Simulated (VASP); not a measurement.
# Al6H in VASP: notebook, part 2 of 2

VASP 6.6.1. The steps go on from the part before.

### 5 Single point, PBE

Contents of INCAR:

```
  PREC = Accurate
  ENCUT = 520
  EDIFF = 1E-7
  ISMEAR = 0
  SIGMA = 0.1
  LREAL = False
  LASPH = True
  NELM = 60
  ALGO = Normal
  ISIF = 2
  LWAVE = False
  LCHARG = False
  LDIPOL = True
  IDIPOL = 3
  DIPOL = 0.5 0.5 0.304
  GGA = PE
  NBANDS = 32
```

Contents of KPOINTS:

```
regular mesh
0
Gamma
  6 6 1
```

Contents of POSCAR:

```
Al6H
1.0
    5.7143028096      0.0000000000      0.0000000000
   -2.8571514048      4.9487313980      0.0000000000
    0.0000000000      0.0000000000     22.6016424636
Al H
12 2
Direct
    0.3333333333      0.1666666667      0.1769782885
    0.3333333333      0.6666666667      0.1769782885
    0.8333333333      0.1666666667      0.1769782885
    0.8333333333      0.6666666667      0.1769782885
    0.1666666667      0.3333333333      0.2787817904
    0.1666666667      0.8333333333      0.2787817904
    0.6666666667      0.3333333333      0.2787817904
    0.6666666667      0.8333333333      0.2787817904
    0.0000000000      0.0000000000      0.3805759903
    0.0000000000      0.5000000000      0.3805759903
    0.5000000000      0.0000000000      0.3805759903
    0.5000000000      0.5000000000      0.3805759903
    0.1565922228      0.3131844455      0.4571191001
    0.3434077772      0.6868155545      0.4571191001
```

Potentials or basis: VASP PAW PBE potentials, release 64 (Al, H).

Launch:

```sh
$ cat potpaw_PBE.64/Al/POTCAR potpaw_PBE.64/H/POTCAR > POTCAR
$ mpirun -np 1 vasp_std > vasp.out
```

OUTCAR:

```text
PREC = Accurate
   ENCUT = 520
   EDIFF = 1E-7
   ISMEAR = 0
   LREAL = False
   LASPH = True
   NELM = 60
   ISIF = 2
   GGA = PE

 ion  position               nearest neighbor table
   1  0.333  0.167  0.177-   5 2.83   6 2.83   7 2.83   4 2.86   2 2.86   2 2.86   4 2.86   3 2.86
                             3 2.86
   2  0.333  0.667  0.177-   6 2.83   5 2.83   8 2.83   3 2.86   1 2.86   1 2.86   3 2.86   4 2.86
                             4 2.86
   3  0.833  0.167  0.177-   7 2.83   8 2.83   5 2.83   4 2.86   2 2.86   4 2.86   2 2.86   1 2.86
                             1 2.86
   4  0.833  0.667  0.177-   8 2.83   7 2.83   6 2.83   3 2.86   1 2.86   3 2.86   1 2.86   2 2.86
                             2 2.86
   5  0.167  0.333  0.279-   9 2.83  12 2.83  10 2.83   1 2.83   2 2.83   3 2.83   8 2.86   6 2.86
                             6 2.86   8 2.86   7 2.86   7 2.86
   6  0.167  0.833  0.279-  10 2.83  11 2.83   9 2.83   2 2.83   1 2.83   4 2.83   7 2.86   5 2.86
                             5 2.86   7 2.86   8 2.86   8 2.86
   7  0.667  0.333  0.279-  11 2.83  10 2.83  12 2.83   3 2.83   4 2.83   1 2.83   8 2.86   6 2.86
                             8 2.86   6 2.86   5 2.86   5 2.86
   8  0.667  0.833  0.279-  12 2.83   9 2.83  11 2.83   4 2.83   3 2.83   2 2.83   7 2.86   5 2.86
                             7 2.86   5 2.86   6 2.86   6 2.86
   9  0.000  0.000  0.381-   5 2.83   8 2.83   6 2.83  10 2.86  12 2.86  10 2.86  12 2.86  11 2.86
                            11 2.86
  10  0.000  0.500  0.381-   6 2.83   7 2.83   5 2.83   9 2.86  11 2.86   9 2.86  11 2.86  12 2.86
                            12 2.86
  11  0.500  0.000  0.381-   7 2.83   6 2.83   8 2.83  10 2.86  12 2.86  12 2.86  10 2.86   9 2.86
                             9 2.86
  12  0.500  0.500  0.381-   8 2.83   5 2.83   7 2.83   9 2.86  11 2.86  11 2.86   9 2.86  10 2.86
                            10 2.86
  13  0.157  0.313  0.457-
  14  0.343  0.687  0.457-

  LATTYP: Found a hexagonal cell.
 ALAT       =     5.7143028096
 C/A-ratio  =     3.9552755982

  Lattice vectors:

 A1 = (   5.7143028096,   0.0000000000,   0.0000000000)
 A2 = (  -2.8571514048,   4.9487313980,   0.0000000000)
 A3 = (   0.0000000000,   0.0000000000,  22.6016424636)

[... 185 lines left out ...]
  ---------------------------------------------------
  free energy    TOTEN  =       -46.85947798 eV

  energy without entropy =      -46.83730272  energy(sigma->0) =      -46.84839035

 E-fermi :  -0.4922     XC(G=0):  -4.0940

 val. band max:       -0.5151990554   @ k =   0.0000   0.0000   0.0000
 cond. band min:      -0.4751733231   @ k =   0.1667   0.0000   0.0000
 fundamental gap:      0.0400257323
 Fermi energy:        -0.4922145408

 k-point     1 :       0.0000    0.0000    0.0000
  band No.  band energies     occupation
      1     -11.1238      2.00000
      2      -9.4846      2.00000
      3      -7.0493      2.00000
      4      -5.3419      2.00000
      5      -5.2908      2.00000
      6      -5.2365      2.00000
[... 431 lines left out ...]
     30       2.8265      0.00000
     31       3.0664      0.00000
 [bands above 31 left out]

------------------------ aborting loop because EDIFF is reached ----------------------------------------

 vacuum level on the upper side and lower side of the slab       (xc-potential included)         0.379        -0.421

  FORCE on cell =-STRESS in cart. coord.  units (eV):
  Direction    XX          YY          ZZ          XY          YZ          ZX
  --------------------------------------------------------------------------------------
  -------------------------------------------------------------------------------------
  Total       -4.1962922     -5.6844786     -1.8321079      0.0000000     -0.1137803      0.0000000
  in kB      -10.5191143    -14.2496464     -4.5926622      0.0000000     -0.2852204      0.0000000
  external PRESSURE =      -9.7871410 kB  Pullay stress =       0.0000000 kB

 VOLUME and BASIS-vectors are now :
 -----------------------------------------------------------------------------
  energy-cutoff  :      520.00
  volume of cell :      639.14
      direct lattice vectors                 reciprocal lattice vectors
     5.714302810  0.000000000  0.000000000     0.174999476  0.101035995  0.000000000
    -2.857151405  4.948731398  0.000000000     0.000000000  0.202071990  0.000000000
     0.000000000  0.000000000 22.601642464     0.000000000  0.000000000  0.044244572

 POSITION                                       TOTAL-FORCE (eV/Angst)
 -----------------------------------------------------------------------------------
      1.42858      0.82479      4.00000         0.084078     -0.068198     -0.132226
     -0.00000      3.29915      4.00000         0.000000      0.046230     -0.057358
      4.28573      0.82479      4.00000        -0.084078     -0.068198     -0.132226
      2.85715      3.29915      4.00000         0.000000      0.030107     -0.209633
      0.00000      1.64958      6.30093         0.000000     -0.012247      0.255364
     -1.42858      4.12394      6.30093        -0.026605     -0.000144      0.031195
      2.85715      1.64958      6.30093         0.000000      0.129703     -0.161432
      1.42858      4.12394      6.30093         0.026605     -0.000144      0.031195
      0.00000      0.00000      8.60164        -0.000000      0.432987      0.699170
     -1.42858      2.47437      8.60164         0.091108     -0.059104      0.653246
      2.85715      0.00000      8.60164         0.000000     -0.302213      0.620068
      1.42858      2.47437      8.60164        -0.091108     -0.059104      0.653246
      0.00000      1.54987     10.33164         0.000000     -0.077629     -1.053406
     -0.00000      3.39887     10.33164         0.000000      0.007954     -1.197205
 -----------------------------------------------------------------------------------
    total drift:                               -0.000000     -0.000070     -0.000003

  FREE ENERGIE OF THE ION-ELECTRON SYSTEM (eV)
  ---------------------------------------------------
  free  energy   TOTEN  =       -46.8594779758 eV

  energy  without entropy=      -46.8373027179  energy(sigma->0) =      -46.84839035

 vacuum level on the upper side and lower side of the slab         4.345         3.526
```

OSZICAR:

```text
N       E                     dE             d eps       ncg     rms          rms(c)
DAV:   1     0.128285969456E+03    0.12829E+03   -0.11311E+04   832   0.830E+02
DAV:   2    -0.395503422756E+02   -0.16784E+03   -0.16214E+03  1168   0.145E+02
DAV:   3    -0.484436288731E+02   -0.88933E+01   -0.86307E+01  1040   0.334E+01
[... 20 lines left out ...]
DAV:  24    -0.468594746118E+02   -0.24557E-05   -0.51895E-08   848   0.676E-04    0.666E-04
DAV:  25    -0.468594771334E+02   -0.25216E-05   -0.10290E-07   792   0.732E-04    0.543E-04
DAV:  26    -0.468594775826E+02   -0.44919E-06   -0.91721E-09   776   0.377E-04    0.297E-04
DAV:  27    -0.468594779265E+02   -0.34391E-06   -0.94738E-09   704   0.292E-04    0.100E-04
DAV:  28    -0.468594779758E+02   -0.49290E-07   -0.19229E-09   696   0.187E-04
   1 F= -.46859478E+02 E0= -.46848390E+02  d E =-.221753E-01
```

It took 6.4 min on 1 thread of Intel Xeon Platinum 8488C (Sapphire Rapids), shared host; peak memory 0.72 GiB.

Results:

```
Free energy            : -46.8595 eV
Largest force          : 1.197 eV/Å
Band gap on the k mesh : zero (bands 19 and 20 overlap by 1.07 eV)
```

Forces in eV/Å, atoms in the order of the input:
```
Al   0.084 -0.068 -0.132
Al   0.000  0.046 -0.057
Al  -0.084 -0.068 -0.132
Al   0.000  0.030 -0.210
Al   0.000 -0.012  0.255
Al  -0.027  0.000  0.031
Al   0.000  0.130 -0.161
Al   0.027  0.000  0.031
Al   0.000  0.433  0.699
Al   0.091 -0.059  0.653
Al   0.000 -0.302  0.620
Al  -0.091 -0.059  0.653
H    0.000 -0.078 -1.053
H    0.000  0.008 -1.197
```

### 6 Overview

| cell | gap on the mesh (eV) | largest force (eV/Å) |
| --- | --- | --- |
| as given, atomic positions A | none | 1.96 |
| as given, atomic positions B | none | 1.70 |
| as given, atomic positions C | none | 0.61 |
| as given, atomic positions D | none | 1.20 |

Alike in all rows: task single point; level PBE; potentials or basis VASP PAW PBE potentials, release 64 (Al, H); no spin polarisation; k mesh 6 × 6 × 1; cutoff (eV) 520; smearing gaussian 0.1 eV.

Absolute energies hang on the potentials; compare differences alone.
